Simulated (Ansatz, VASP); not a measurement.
# Two plane-wave programs on MgO

File INCAR:

```
ALGO     = Normal         # electronic algorithm
EDIFF    = 1E-6           # SCF threshold, eV
ENCUT    = 520            # plane-wave cutoff, eV
GGA      = PE             # functional
ISIF     = 2              # what is computed and relaxed
ISMEAR   = 0              # smearing method
LASPH    = True           # aspherical terms in the spheres
LCHARG   = True           # write CHGCAR
LELF     = True           # ELF
LREAL    = False          # projectors in reciprocal space
LVHAR    = True         
LWAVE    = False          # write WAVECAR
NBANDS   = 16             # bands
NELM     = 80             # most SCF steps
PREC     = Accurate       # precision mode
SIGMA    = 0.05           # smearing width, eV
```

Contents of KPOINTS:

```
k-points
0
Gamma
  9 9 6
```

POSCAR

```
MgO
1.0
    3.3152854007      0.0000000000      0.0000000000
   -1.6576427004      2.8711213778      0.0000000000
    0.0000000000      0.0000000000      5.1215474231
Mg O
2 2
Direct
    0.3415869908      0.7056758151      0.0063188067
    0.6584130092      0.2943241849      0.5063188067
    0.3257073874      0.6306242625      0.3982811933
    0.6742926126      0.3693757375      0.8982811933
```

Input for Ansatz:

```yaml
crystal:
  lattice:
    - [3.3152854007, 0.0, 0.0]
    - [-1.6576427004, 2.8711213778, 0.0]
    - [0.0, 0.0, 5.1215474231]
  atoms:
    - { symbol: Mg, position: [0.3415869908, 0.7056758151, 0.0063188067] }
    - { symbol: Mg, position: [0.6584130092, 0.2943241849, 0.5063188067] }
    - { symbol: O, position: [0.3257073874, 0.6306242625, 0.3982811933] }
    - { symbol: O, position: [0.6742926126, 0.3693757375, 0.8982811933] }
basis:
  ecutwfc: 520.0
kpoints:
  mp_grid: { grid: [9, 9, 6] }
hamiltonian:
  xc: pbe
  pseudopotentials: { kind: paw, azcp: { folder: soft_1 } }
scf:
  occupations: { method: gaussian, width: 0.05 }
output:
  forces: true
  stress: true
  eigenvalues: true
```

Change from the starting cell: mode 4 frozen in at -0.037 Å and mode 5 at +0.112 Å (largest displacements).

Alike in both runs: task single point; functional PBE; k mesh 9 × 9 × 6; occupations gaussian, width 0.05 eV; no spin polarisation.

|  | VASP | Ansatz |
| --- | --- | --- |
| version | VASP 6.6.1 | Ansatz 0.2.0 |
| potentials or method | VASP PAW PBE potentials, release 64 (Mg, O), cutoff 520 eV | scalar-relativistic, plane waves, PAW |
| valence electrons in the cell | 16 | 32 |

```tsv
	VASP	Ansatz	Ansatz less VASP
gap on the k mesh at the Fermi level (eV)	3.30	3.32	+0.020
least direct gap on the mesh (eV)	3.30	3.32	+0.020
pressure (GPa)	-0.7	-0.2	+0.44
traceless stress, the component that is largest in VASP (GPa)	-0.50	-0.47	+0.030
rms of the force components (eV/Å)	0.186	0.184	-0.0018
```

Atom by atom the forces differ by 0.002 eV/Å (rms over components). VASP's potentials hold 16 valence electrons a cell and Ansatz's 32, so a difference there can come from the potentials and not from the codes.
